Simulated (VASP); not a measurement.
HfO2: single point with PBE

HfO2:

```
Hf O
1.0
     3.57669    0.00000    0.00000
     0.00000    3.57669    0.00000
     0.00000    0.00000    5.20222
Hf O
2 4
Cartesian
  1.7883 1.7883 2.6011
  0.0000 0.0000 0.0000
  0.0000 1.7883 3.6218
  1.7883 0.0000 4.1815
  1.7883 0.0000 1.5804
  0.0000 1.7883 1.0207
```

```json
{"Program": "VASP 6.6.1", "Task": "single point", "Functional": "PBE", "Potentials or basis": "VASP PAW PBE potentials, release 64 (Hf_pv, O)", "Cutoff": "520 eV", "k mesh": "8 × 8 × 6", "Occupations": "fermi-dirac, width 0.02 eV", "Spin": "no spin polarisation"}
```

The pressure is 2.5 GPa. The largest force is 0.033 eV/Å and the band gap on the k mesh is 4.71 eV, indirect (least direct gap 4.78 eV).

Forces on the atoms (eV/Å):
```
Hf   0.000  0.000  0.000
Hf   0.000  0.000  0.000
O    0.000  0.000  0.033
O    0.000  0.000 -0.033
O    0.000  0.000 -0.033
O    0.000  0.000  0.033
```

Stress tensor (GPa, compression positive):
```
2.59 0.00 0.00
0.00 2.59 0.00
0.00 0.00 2.41
```

Levels at points of the mesh, in eV from the valence-band top:
| k point | band 19 | band 20 | band 21 | band 22 | band 23 | band 24 | band 25 | band 26 |
| --- | --- | --- | --- | --- | --- | --- | --- | --- |
| (0.00, 0.00, 0.00) | -0.71 | -0.13 | -0.08 | -0.08 | 4.71 | 4.71 | 5.93 | 6.12 |
| (0.50, 0.00, 0.00) | -1.42 | -1.42 | -0.14 | -0.14 | 5.10 | 5.10 | 6.10 | 6.10 |
| (0.50, 0.50, 0.00) | -0.77 | -0.77 | -0.57 | -0.57 | 5.75 | 5.75 | 6.08 | 6.08 |
| (0.00, 0.00, 0.50) | -0.65 | -0.65 | 0.00 | 0.00 | 5.35 | 5.35 | 5.66 | 5.66 |
| (0.50, 0.00, 0.50) | -1.38 | -1.38 | -0.93 | -0.93 | 5.23 | 5.23 | 5.60 | 5.60 |
| (0.50, 0.50, 0.50) | -1.42 | -1.42 | -0.07 | -0.07 | 5.91 | 5.91 | 6.28 | 6.28 |

Wall time 110 s on 1 thread of Intel Xeon 6975P-C, on a shared host, peak memory 0.25 GiB.

Caveat: spin-orbit coupling is left out, which moves the levels of the heavy elements. A k mesh can miss the band edges.
